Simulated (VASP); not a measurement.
Runs of VASP 6.6.1 on Ga. The structure is that of space group I-43d (No. 220), or close to it. The cells are those of the table. 

```tsv
cell	gap on the mesh (eV)	pressure (GPa)
a = 5.255 Å, angles 109.5°, 6 atoms	none	-2.4
a = 5.188 Å, angles 109.5°, 6 atoms	none	(b)
a = 5.154 Å, angles 109.5°, 6 atoms	none	0.6
a = 5.119 Å, angles 109.5°, 6 atoms	none	(a)
a = 5.049 Å, angles 109.5°, 6 atoms	none	5.2
```

Alike in all rows: task single point; level PBEsol; potentials or basis VASP PAW PBE potentials, release 64 (Ga_d); no spin polarisation; k mesh 6 × 6 × 6; cutoff (eV) 520; smearing fermi-dirac 0.15 eV.

Estimate the missing entries.

(a) 2.0; (b) -0.5.

Caveats: the PAW data sets were made with another functional, which shifts forces and pressure a little; the cell stands under pressure (at least some runs).

A k mesh can miss the band edges, and the runs leave out spin-orbit coupling on Ga.

A gap of «none» marks levels without a gap at the run's occupations.
